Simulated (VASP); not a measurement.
# Al3Cu (P4/mmm) in VASP: a series of runs, part 2 of 2

VASP 6.6.1. Earlier steps stand in the parts before.

### 3 Single point, r2SCAN

Contents of POSCAR:

```
Al3Cu
1.0
    2.7784054294      0.0000000000      0.0000000000
    0.0000000000      2.7784054294      0.0000000000
    0.0000000000      0.0000000000      7.5134034100
Al Cu
3 1
Direct
    0.0000000000      0.0000000000      0.5000000000
    0.5000000000      0.5000000000      0.2261155100
    0.5000000000      0.5000000000      0.7738844900
    0.0000000000      0.0000000000      0.0000000000
```

Contents of INCAR.step1:

```
SYSTEM = Al3Cu
PREC = Accurate
ENCUT = 520
ISMEAR = 0
SIGMA = 0.01
LREAL = .FALSE.
LASPH = .TRUE.
NELM = 80
NBANDS = 18
GGA = PE
ALGO = Normal
EDIFF = 1E-4
LWAVE = .TRUE.
LCHARG = .FALSE.
```

Contents of INCAR.step2:

```
SYSTEM = Al3Cu
PREC = Accurate
ENCUT = 520
EDIFF = 1E-6
ISMEAR = 0
SIGMA = 0.01
LREAL = .FALSE.
LASPH = .TRUE.
NELM = 80
ALGO = Normal
ISIF = 2
LWAVE = .FALSE.
LCHARG = .FALSE.
METAGGA = R2SCAN
LMIXTAU = .TRUE.
NBANDS = 18
ISTART = 1
```

Contents of KPOINTS:

```
regular mesh
0
G
  16 16 6
  0 0 0
```

Potentials or basis: VASP PAW PBE potentials, release 64 (Al, Cu).

Command:

```
$ cat potpaw_PBE.64/Al/POTCAR potpaw_PBE.64/Cu/POTCAR > POTCAR
$ cp INCAR.step1 INCAR
$ mpirun -np 1 vasp_std > vasp.out
$ cp INCAR.step2 INCAR
$ mpirun -np 1 vasp_std > vasp.out
```

OUTCAR:

```text
SYSTEM = Al3Cu
   PREC = Accurate
   ENCUT = 520
   EDIFF = 1E-6
   ISMEAR = 0
   LREAL = .FALSE.
   LASPH = .TRUE.
   NELM = 80
   ISIF = 2
   METAGGA = R2SCAN
   ISTART = 1

 ion  position               nearest neighbor table
   1  0.000  0.000  0.500-   2 2.85   3 2.85   2 2.85   3 2.85   2 2.85   3 2.85   2 2.85   3 2.85

   2  0.500  0.500  0.226-   4 2.60   4 2.60   4 2.60   4 2.60   1 2.85   1 2.85   1 2.85   1 2.85

   3  0.500  0.500  0.774-   4 2.60   4 2.60   4 2.60   4 2.60   1 2.85   1 2.85   1 2.85   1 2.85

   4  0.000  0.000  0.000-   2 2.60   3 2.60   2 2.60   3 2.60   2 2.60   3 2.60   2 2.60   3 2.60

  LATTYP: Found a simple tetragonal cell.
 ALAT       =     2.7784054294
 C/A-ratio  =     2.7042141980

  Lattice vectors:

 A1 = (   2.7784054294,   0.0000000000,   0.0000000000)
 A2 = (   0.0000000000,   2.7784054294,   0.0000000000)
 A3 = (   0.0000000000,   0.0000000000,   7.5134034100)

Analysis of symmetry for initial positions (statically):
=====================================================================
 Subroutine PRICEL returns:
 Original cell was already a primitive cell.
[... 170 lines left out ...]
  ---------------------------------------------------
  free energy    TOTEN  =       -31.39625553 eV

  energy without entropy =      -31.39618263  energy(sigma->0) =      -31.39621908

 E-fermi :   8.5784     XC(G=0): -11.7263

 val. band max:        8.5744345461   @ k =   0.4375   0.4375   0.1667
 cond. band min:       8.5898671434   @ k =   0.3125   0.1875   0.3333
 fundamental gap:      0.0154325973
 Fermi energy:         8.5783910306

 k-point     1 :       0.0000    0.0000    0.0000
  band No.  band energies     occupation
      1      -3.3934      2.00000
      2      -0.8093      2.00000
      3      -0.3976      2.00000
      4       3.9173      2.00000
      5       3.9937      2.00000
      6       4.8393      2.00000
[... 481 lines left out ...]
      5       4.0131      2.00000
      6       4.0280      2.00000
[... 10 lines left out ...]
     17      16.8195      0.00000
     18      18.7599      0.00000

 [... further k-points ...]
[... 5 lines left out ...]
  --------------------------------------------------------------------------------------
  -------------------------------------------------------------------------------------
  Total       -0.0896910     -0.0896910      0.4764145      0.0000000      0.0000000      0.0000000
  in kB       -2.4776023     -2.4776023     13.1603559      0.0000000      0.0000000      0.0000000
  external PRESSURE =       2.7350504 kB  Pullay stress =       0.0000000 kB

 VOLUME and BASIS-vectors are now :
 -----------------------------------------------------------------------------
  energy-cutoff  :      520.00
  volume of cell :       58.00
      direct lattice vectors                 reciprocal lattice vectors
     2.778405429  0.000000000  0.000000000     0.359918675  0.000000000  0.000000000
     0.000000000  2.778405429  0.000000000     0.000000000  0.359918675  0.000000000
     0.000000000  0.000000000  7.513403410     0.000000000  0.000000000  0.133095476

 POSITION                                       TOTAL-FORCE (eV/Angst)
 -----------------------------------------------------------------------------------
      0.00000      0.00000      3.75670         0.000000      0.000000      0.000000
      1.38920      1.38920      1.69890        -0.000000     -0.000000     -0.139734
      1.38920      1.38920      5.81451         0.000000     -0.000000      0.139734
      0.00000      0.00000      0.00000         0.000000      0.000000      0.000000
 -----------------------------------------------------------------------------------
    total drift:                                0.000000      0.000000     -0.000000

  FREE ENERGIE OF THE ION-ELECTRON SYSTEM (eV)
  ---------------------------------------------------
  free  energy   TOTEN  =       -31.3962555289 eV

  energy  without entropy=      -31.3961826288  energy(sigma->0) =      -31.39621908
```

OUTCAR.step1:

```text
SYSTEM = Al3Cu
   PREC = Accurate
   ENCUT = 520
   ISMEAR = 0
   LREAL = .FALSE.
   LASPH = .TRUE.
[... 737 lines left out ...]
      1.38920      1.38920      1.69890        -0.000000      0.000000     -0.075349
      1.38920      1.38920      5.81451         0.000000     -0.000000      0.075349
      0.00000      0.00000      0.00000         0.000000      0.000000      0.000000
 -----------------------------------------------------------------------------------
    total drift:                                0.000000      0.000000     -0.000000

  FREE ENERGIE OF THE ION-ELECTRON SYSTEM (eV)
  ---------------------------------------------------
  free  energy   TOTEN  =       -15.2881184649 eV

  energy  without entropy=      -15.2880492486  energy(sigma->0) =      -15.28808386
```

Wall time 8.6 min (1 thread of Intel Xeon Platinum 8259CL at 2.50GHz (Skylake/Cascade Lake), shared host); peak memory 0.31 GiB.

Results:

```yaml
Free_energy: -31.3963 eV
Pressure: 0.3 GPa
Largest_force: 0.140 eV/Å
Band_gap_on_the_k_mesh: zero (bands 10 and 11 overlap by 6.62 eV)
```

Forces in eV/Å, atoms in the order of the input:
```
Al   0.000  0.000  0.000
Al   0.000  0.000 -0.140
Al   0.000  0.000  0.140
Cu   0.000  0.000  0.000
```

Levels at points of the mesh, in eV from the Fermi level:
```tsv
k point	band 7	band 8	band 9	band 10	band 11	band 12	band 13	band 14
(0.00, 0.00, 0.00)	-3.74	-3.35	-1.85	0.76	6.50	7.01	7.01	8.26
(0.50, 0.00, 0.00)	-3.83	-3.80	-3.63	-2.46	-1.90	2.89	4.15	4.52
(0.50, 0.50, 0.00)	-2.82	-0.66	-0.44	0.15	0.15	0.42	0.42	0.58
(0.00, 0.00, 0.50)	-3.74	-3.68	-3.35	4.59	6.14	6.50	7.54	7.54
(0.50, 0.00, 0.50)	-3.83	-3.63	-2.77	-1.07	-0.93	0.11	1.00	9.32
(0.50, 0.50, 0.50)	-1.96	-1.94	-1.94	-0.70	-0.64	0.56	1.94	3.42
```

Caveat: the PAW data sets were made with another functional, which shifts forces and pressure a little.

### 4 Single point, r2SCAN

POSCAR is that of step 3.

Contents of INCAR.step1:

```
SYSTEM = Al3Cu
ALGO = Normal
EDIFF = 1E-4
ENCUT = 520
GGA = PE
ISMEAR = 0
LASPH = .TRUE.
LCHARG = .FALSE.
LREAL = .FALSE.
LWAVE = .TRUE.
NBANDS = 18
NELM = 60
PREC = Accurate
SIGMA = 0.02
```

Contents of INCAR.step2:

```
SYSTEM = Al3Cu
ALGO = Normal
EDIFF = 1E-7
ENCUT = 520
ISIF = 2
ISMEAR = 0
ISTART = 1
LASPH = .TRUE.
LCHARG = .TRUE.
LELF = .TRUE.
LMIXTAU = .TRUE.
LREAL = .FALSE.
LVHAR = .TRUE.
LWAVE = .FALSE.
METAGGA = R2SCAN
NBANDS = 18
NELM = 60
PREC = Accurate
SIGMA = 0.02
```

Contents of KPOINTS:

```
k-points
0
G
  16 16 6
  0 0 0
```

Command:

```
$ cat potpaw_PBE.64/Al/POTCAR potpaw_PBE.64/Cu/POTCAR > POTCAR
$ cp INCAR.step1 INCAR
$ mpirun -np 1 vasp_std > vasp.out
$ cp INCAR.step2 INCAR
$ mpirun -np 1 vasp_std > vasp.out
```

Wall time 8.6 min (1 thread of Intel Xeon Platinum 8259CL at 2.50GHz (Skylake/Cascade Lake), shared host); peak memory 0.31 GiB.

It converged, with:

```yaml
Free_energy: -31.3964 eV
Pressure: 0.3 GPa
Largest_force: 0.146 eV/Å
Band_gap_on_the_k_mesh: zero (bands 10 and 11 overlap by 6.62 eV)
```

Forces in eV/Å, atoms in the order of the input:
```
Al   0.000  0.000  0.000
Al   0.000  0.000 -0.146
Al   0.000  0.000  0.146
Cu   0.000  0.000  0.000
```

Stress tensor (GPa, compression positive):
```
-0.23  0.00  0.00
 0.00 -0.23  0.00
 0.00  0.00  1.32
```

Levels at points of the mesh, in eV from the Fermi level:
```tsv
k point	band 8	band 9	band 10	band 11	band 12	band 13
(0.00, 0.00, 0.00)	-3.34	-1.85	0.76	6.50	7.01	7.01
(0.50, 0.00, 0.00)	-3.80	-3.63	-2.46	-1.90	2.89	4.15
(0.50, 0.50, 0.00)	-0.66	-0.44	0.15	0.15	0.42	0.42
(0.00, 0.00, 0.50)	-3.68	-3.34	4.59	6.14	6.50	7.54
(0.50, 0.00, 0.50)	-3.63	-2.77	-1.07	-0.93	0.11	1.00
(0.50, 0.50, 0.50)	-1.94	-1.94	-0.70	-0.64	0.57	1.94
```

Caveat: the PAW data sets were made with another functional, which shifts forces and pressure a little.

### 5 Single point, r2SCAN

POSCAR is that of step 4.

Contents of INCAR.step1:

```
SYSTEM = Al3Cu
  PREC = Accurate
  ENCUT = 520
  ISMEAR = 0
  SIGMA = 0.2
  LREAL = .FALSE.
  LASPH = .TRUE.
  NELM = 80
  NBANDS = 18
  GGA = PE
  ALGO = Normal
  EDIFF = 1E-4
  LWAVE = .TRUE.
  LCHARG = .FALSE.
```

Contents of INCAR.step2:

```
SYSTEM = Al3Cu
  PREC = Accurate
  ENCUT = 520
  EDIFF = 1E-6
  ISMEAR = 0
  SIGMA = 0.2
  LREAL = .FALSE.
  LASPH = .TRUE.
  NELM = 80
  ALGO = Normal
  ISIF = 2
  LWAVE = .FALSE.
  LCHARG = .FALSE.
  METAGGA = R2SCAN
  LMIXTAU = .TRUE.
  NBANDS = 18
  ISTART = 1
```

Contents of KPOINTS:

```
regular mesh
0
G
  16 16 6
  0 0 0
```

Command:

```
$ cat potpaw_PBE.64/Al/POTCAR potpaw_PBE.64/Cu/POTCAR > POTCAR
$ cp INCAR.step1 INCAR
$ mpirun -np 1 vasp_std > vasp.out
$ cp INCAR.step2 INCAR
$ mpirun -np 1 vasp_std > vasp.out
```

It took 8.2 min on 1 thread of Intel Xeon Platinum 8259CL at 2.50GHz (Skylake/Cascade Lake), shared host; peak memory 0.31 GiB.

The run converged. Its results:

```
Free energy            : -31.4130 eV
Pressure               : 0.3 GPa
Largest force          : 0.121 eV/Å
Band gap on the k mesh : zero (bands 10 and 11 overlap by 6.62 eV)
```

Forces on the atoms (eV/Å):
```
Al   0.000  0.000  0.000
Al   0.000  0.000 -0.121
Al   0.000  0.000  0.121
Cu   0.000  0.000  0.000
```

Stress tensor (GPa, compression positive):
```
-0.04  0.00  0.00
 0.00 -0.04  0.00
 0.00  0.00  1.06
```

Levels at points of the mesh, in eV from the Fermi level:
```csv
k point,band 8,band 9,band 10,band 11,band 12,band 13
"(0.00, 0.00, 0.00)",-3.34,-1.84,0.77,6.52,7.03,7.03
"(0.50, 0.00, 0.00)",-3.79,-3.62,-2.45,-1.89,2.91,4.16
"(0.50, 0.50, 0.00)",-0.64,-0.42,0.16,0.16,0.44,0.44
"(0.00, 0.00, 0.50)",-3.66,-3.34,4.61,6.16,6.51,7.56
"(0.50, 0.00, 0.50)",-3.62,-2.76,-1.05,-0.92,0.13,1.01
"(0.50, 0.50, 0.50)",-1.92,-1.92,-0.68,-0.62,0.58,1.95
```

Caveat: the PAW data sets were made with another functional, which shifts forces and pressure a little.

### 6 Relaxation of cell and atoms, r2SCAN

POSCAR is that of step 5.

Contents of INCAR.step1:

```
PREC = Accurate
ENCUT = 600
ISMEAR = 0
SIGMA = 0.1
LREAL = False
LASPH = True
NELM = 100
GGA = PE
ALGO = Normal
EDIFF = 1E-4
LWAVE = True
LCHARG = False
```

Contents of INCAR.step2:

```
PREC = Accurate
ENCUT = 600
EDIFF = 1E-7
ISMEAR = 0
SIGMA = 0.1
LREAL = False
LASPH = True
NELM = 100
ALGO = Normal
ISIF = 3
LWAVE = False
LCHARG = False
METAGGA = R2SCAN
LMIXTAU = True
IBRION = 2
NSW = 80
EDIFFG = -0.01
ISTART = 1
```

Contents of KPOINTS:

```
Automatic mesh
0
Gamma
  8 8 4
```

Potentials or basis: VASP PAW PBE potentials, release 64 (Al, Cu).

Command:

```
$ cat potpaw_PBE.64/Al/POTCAR potpaw_PBE.64/Cu/POTCAR > POTCAR
$ cp INCAR.step1 INCAR
$ mpirun -np 1 vasp_std > vasp.out
$ cp INCAR.step2 INCAR
$ mpirun -np 1 vasp_std > vasp.out
```

OUTCAR:

```text
PREC = Accurate
   ENCUT = 600
   EDIFF = 1E-7
   ISMEAR = 0
   LREAL = False
   LASPH = True
   NELM = 100
   ISIF = 3
   METAGGA = R2SCAN
   IBRION = 2
   NSW = 80
   EDIFFG = -0.01
   ISTART = 1

 ion  position               nearest neighbor table
   1  0.000  0.000  0.500-   2 2.85   3 2.85   2 2.85   3 2.85   2 2.85   3 2.85   2 2.85   3 2.85

   2  0.500  0.500  0.226-   4 2.60   4 2.60   4 2.60   4 2.60   1 2.85   1 2.85   1 2.85   1 2.85

   3  0.500  0.500  0.774-   4 2.60   4 2.60   4 2.60   4 2.60   1 2.85   1 2.85   1 2.85   1 2.85

   4  0.000  0.000  0.000-   2 2.60   3 2.60   2 2.60   3 2.60   2 2.60   3 2.60   2 2.60   3 2.60

  LATTYP: Found a simple tetragonal cell.
 ALAT       =     2.7784054294
 C/A-ratio  =     2.7042141980

  Lattice vectors:

 A1 = (   2.7784054294,   0.0000000000,   0.0000000000)
 A2 = (   0.0000000000,   2.7784054294,   0.0000000000)
[... 390 lines left out ...]

 k-point     1 :       0.0000    0.0000    0.0000
  band No.  band energies     occupation
      1      -3.4033      2.00000
      2      -0.8814      2.00000
      3      -0.5020      2.00000
      4       3.8434      2.00000
      5       3.8950      2.00000
      6       4.7841      2.00000
      7       4.7841      2.00000
      8       5.1808      2.00000
      9       6.4824      2.00000
     10       9.0219      0.00000
     11      15.2040      0.00000
     12      15.7556      0.00000
     13      15.7556      0.00000
     14      16.8564      0.00000
[... 377 lines left out ...]
      1       1.8872      2.00000
      2       1.9804      2.00000
      3       2.6873      2.00000
      4       3.1179      2.00000
      5       3.9360      2.00000
      6       4.1802      2.00000
      7       4.7433      2.00000
      8       4.8605      2.00000
      9       5.5284      2.00000
     10       6.9559      2.00000
     11       7.0145      2.00000
     12      10.2699      0.00000
     13      10.8427      0.00000
     14      15.2528      0.00000

 [... further k-points ...]
[... 5 lines left out ...]
  --------------------------------------------------------------------------------------
  -------------------------------------------------------------------------------------
  Total        0.0014821      0.0014821      0.0007228      0.0000000      0.0000000     -0.0000000
  in kB        0.0407432      0.0407432      0.0198714      0.0000000      0.0000000     -0.0000000
  external PRESSURE =       0.0337859 kB  Pullay stress =       0.0000000 kB
[... 19 lines left out ...]
  FREE ENERGIE OF THE ION-ELECTRON SYSTEM (eV)
  ---------------------------------------------------
  free  energy   TOTEN  =       -31.3715296620 eV

  energy  without entropy=      -31.3631818407  energy(sigma->0) =      -31.36735575

 reached required accuracy - stopping structural energy minimisation
```

OUTCAR.step1:

```text
PREC = Accurate
   ENCUT = 600
   ISMEAR = 0
   LREAL = False
   LASPH = True
[... 640 lines left out ...]
      0.00000      0.00000      3.75670         0.000000      0.000000      0.000000
      1.38920      1.38920      1.69890        -0.000000     -0.000000     -0.033941
      1.38920      1.38920      5.81451         0.000000      0.000000      0.033941
      0.00000      0.00000      0.00000         0.000000      0.000000      0.000000
 -----------------------------------------------------------------------------------
    total drift:                                0.000000      0.000000     -0.000000

  FREE ENERGIE OF THE ION-ELECTRON SYSTEM (eV)
  ---------------------------------------------------
  free  energy   TOTEN  =       -15.2588290243 eV

  energy  without entropy=      -15.2470207712  energy(sigma->0) =      -15.25292490
```

OSZICAR.step1:

```text
N       E                     dE             d eps       ncg     rms          rms(c)
DAV:   1     0.830484706175E+02    0.83048E+02   -0.92609E+03  1260   0.168E+03
DAV:   2    -0.134586829869E+02   -0.96507E+02   -0.92534E+02  1296   0.270E+02
DAV:   3    -0.180887091981E+02   -0.46300E+01   -0.44086E+01  1772   0.616E+01
DAV:   4    -0.181802855198E+02   -0.91576E-01   -0.91497E-01  1602   0.777E+00
DAV:   5    -0.181835217138E+02   -0.32362E-02   -0.32359E-02  1924   0.152E+00    0.180E+01
DAV:   6    -0.247912887486E+02   -0.66078E+01   -0.14185E+02  1528   0.365E+02    0.163E+01
DAV:   7    -0.161460431476E+02    0.86452E+01   -0.29234E+01  1656   0.111E+02    0.588E+00
DAV:   8    -0.152559059815E+02    0.89014E+00   -0.55337E+00  1852   0.751E+01    0.105E+00
DAV:   9    -0.152618579527E+02   -0.59520E-02   -0.25240E-01  1578   0.532E+00    0.449E-01
DAV:  10    -0.152592350832E+02    0.26229E-02   -0.12161E-02  2006   0.276E+00    0.208E-01
DAV:  11    -0.152600228460E+02   -0.78776E-03   -0.14129E-03  1750   0.116E+00    0.240E-01
DAV:  12    -0.152588411915E+02    0.11817E-02   -0.68111E-03  1784   0.278E+00    0.331E-02
DAV:  13    -0.152588290243E+02    0.12167E-04   -0.20441E-04   994   0.333E-01
   1 F= -.15258829E+02 E0= -.15252925E+02  d E =-.118083E-01
```

Run time: 37 min. Hardware: 1 thread of Oxide Virtual Turin-like, shared host; peak memory 0.19 GiB.

Results:

```yaml
Free_energy: -31.3715 eV
Relaxed_volume: 14.57 Å³/atom
Relaxed_cell: a = 2.768 Å, b = 2.768 Å, c = 7.608 Å, α = 90.00°, β = 90.00°, γ = 90.00°
Space_group_after_relaxing_to_0.1_Å: P4/mmm (No. 123)
Energy_gained_by_relaxing: 1.8 meV/atom
Ionic_steps: 13
Pressure_after_relaxing: 0.0 GPa
Largest_force_after_relaxing: 0.008 eV/Å
Band_gap_on_the_k_mesh: zero (bands 10 and 11 overlap by 6.13 eV)
```

Forces on the atoms (eV/Å):
```
Al   0.000  0.000  0.000
Al   0.000  0.000 -0.008
Al   0.000  0.000  0.008
Cu   0.000  0.000  0.000
```

Step by step:
| step | energy change (eV) | largest force (eV/Å) | pressure (GPa) | volume (Å³) |
| --- | --- | --- | --- | --- |
| 1 | 0.0000 | 0.1078 | 0.38 | 58.00 |
| 2 | -0.0025 | 0.0974 | -0.15 | 58.29 |
| 3 | -0.0028 | 0.0422 | -1.53 | 59.13 |
| 4 | -0.0042 | 0.0760 | -0.82 | 58.68 |
| 5 | -0.0055 | 0.0576 | -0.73 | 58.64 |
| 6 | -0.0064 | 0.0240 | -0.56 | 58.58 |
| 7 | -0.0068 | 0.0200 | -0.29 | 58.44 |
| 8 | -0.0069 | 0.0180 | -0.16 | 58.37 |
| 9 | -0.0070 | 0.0138 | 0.11 | 58.22 |
| 10 | -0.0070 | 0.0155 | 0.00 | 58.28 |
| 11 | -0.0070 | 0.0153 | 0.01 | 58.27 |
| 12 | -0.0070 | 0.0135 | 0.01 | 58.28 |
| 13 | -0.0070 | 0.0080 | 0.00 | 58.28 |

Final structure:
```cif
data_structure
_symmetry_space_group_name_H-M 'P 1'
_symmetry_Int_Tables_number 1
_cell_length_a 2.7678
_cell_length_b 2.7678
_cell_length_c 7.6078
_cell_angle_alpha 90.000
_cell_angle_beta 90.000
_cell_angle_gamma 90.000
_cell_volume 58.28
loop_
_atom_site_label
_atom_site_type_symbol
_atom_site_fract_x
_atom_site_fract_y
_atom_site_fract_z
_atom_site_occupancy
Al1 Al 0.00000 0.00000 0.50000 1
Al2 Al 0.50000 0.50000 0.22325 1
Al3 Al 0.50000 0.50000 0.77675 1
Cu1 Cu 0.00000 0.00000 0.00000 1
```

Caveat: the PAW data sets were made with another functional, which shifts forces and pressure a little.

### 7 Overview

```csv
task,cell,k mesh,cutoff (eV),smearing,gap on the mesh (eV),pressure (GPa),largest force (eV/Å)
single point,as given,"14 × 14 × 6, shifted",520,gaussian 0.1 eV,none,0.5,0.15
single point,as given,16 × 16 × 6,520,gaussian 0.01 eV,none,0.3,0.14
single point,as given,16 × 16 × 6,520,gaussian 0.02 eV,none,0.3,0.15
single point,as given,16 × 16 × 6,520,gaussian 0.2 eV,none,0.3,0.12
relaxation of cell and atoms,relaxed,8 × 8 × 4,600,gaussian 0.1 eV,none,0.0,0.01
```

Alike in all rows: level r2SCAN; potentials or basis VASP PAW PBE potentials, release 64 (Al, Cu); no spin polarisation.

Caveats: the PAW data sets were made with another functional, which shifts forces and pressure a little.

Absolute energies hang on the potentials; compare differences alone.

The gap in the log of VASP goes by the Fermi energy; the results here count the filled bands.